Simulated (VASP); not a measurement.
**Yb: single point with PBE**

Crystal: Yb.

```
Yb
1.0
     0.00000    2.71585    2.71585
     2.71585    0.00000    2.71585
     2.71585    2.71585    0.00000
Yb
1
Direct
  0.00000 0.00000 0.00000
```

* Program: VASP 6.6.1
* Task: single point
* Functional: PBE
* Potentials or basis: VASP PAW PBE potentials, release 64 (Yb)
* Cutoff: 520 eV
* k mesh: 17 × 17 × 17
* Occupations: fermi-dirac, width 0.1 eV
* Spin: no spin polarisation

```json
{
 "Pressure": "-1.4 GPa",
 "Band gap on the k mesh": "zero (bands 12 and 13 overlap by 0.05 eV)"
}
```

Levels at points of the mesh, in eV from the Fermi level:
| k point | band 9 | band 10 | band 11 | band 12 | band 13 | band 14 | band 15 | band 16 |
| --- | --- | --- | --- | --- | --- | --- | --- | --- |
| (0.00, 0.00, 0.00) | -0.52 | -0.45 | -0.45 | -0.45 | 2.71 | 2.71 | 2.71 | 4.60 |

Wall time 2.5 min on 1 thread of Intel(R) Xeon(R) Platinum 8488C (Sapphire Rapids) (shared host), peak memory 0.27 GiB.

Caveat: spin-orbit coupling is left out, which moves the levels of the heavy elements. Spin polarisation is off, so any magnetic state and its effect on volume and gap are missing.
